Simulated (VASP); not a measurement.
## AlN: single point with PBEsol

Crystal: AlN.

```xyz
4
Lattice="3.3214 0.0000 0.0000 -1.6607 2.8764 0.0000 0.0000 0.0000 4.0998" Properties=species:S:1:pos:R:3 pbc="T T T"
Al    0.0000    1.9176    3.0749
Al    1.6607    0.9588    1.0250
N     0.0000    1.9176    1.0250
N     1.6607    0.9588    3.0749
```

```json
{
  "Program": "VASP 6.6.1",
  "Task": "single point",
  "Functional": "PBEsol",
  "Potentials or basis": "VASP PAW PBE potentials, release 64 (Al, N)",
  "Cutoff": "520 eV",
  "k mesh": "9 × 9 × 6",
  "Occupations": "gaussian, width 0.05 eV",
  "Spin": "no spin polarisation",
  "Dipole correction": "no",
  "Further INCAR settings": "ALGO = Normal; EDIFF = 1e-06; NBANDS = 16"
}
```

- Pressure: -0.8 GPa
- Band gap on the k mesh: 3.37 eV, direct

Stress tensor (GPa, compression positive):
```
-1.88  0.00  0.00
 0.00 -1.88  0.00
 0.00  0.00  1.48
```

Levels at points of the mesh, in eV from the valence-band top:
| k point | band 4 | band 5 | band 6 | band 7 | band 8 | band 9 | band 10 | band 11 | band 12 | band 13 |
| --- | --- | --- | --- | --- | --- | --- | --- | --- | --- | --- |
| (0.00, 0.00, 0.00) | -3.31 | -3.31 | -1.50 | -1.50 | 0.00 | 3.37 | 4.47 | 8.18 | 8.18 | 11.39 |
| (0.00, 0.00, 0.50) | -3.69 | -2.45 | -2.45 | -2.45 | -2.45 | 5.74 | 5.74 | 8.32 | 8.32 | 8.32 |

It took 49 s on 1 thread of AMD EPYC 7R13, on a shared host, peak memory 0.14 GiB.

Caveat: the PAW data sets were made with another functional, which shifts forces and pressure a little.
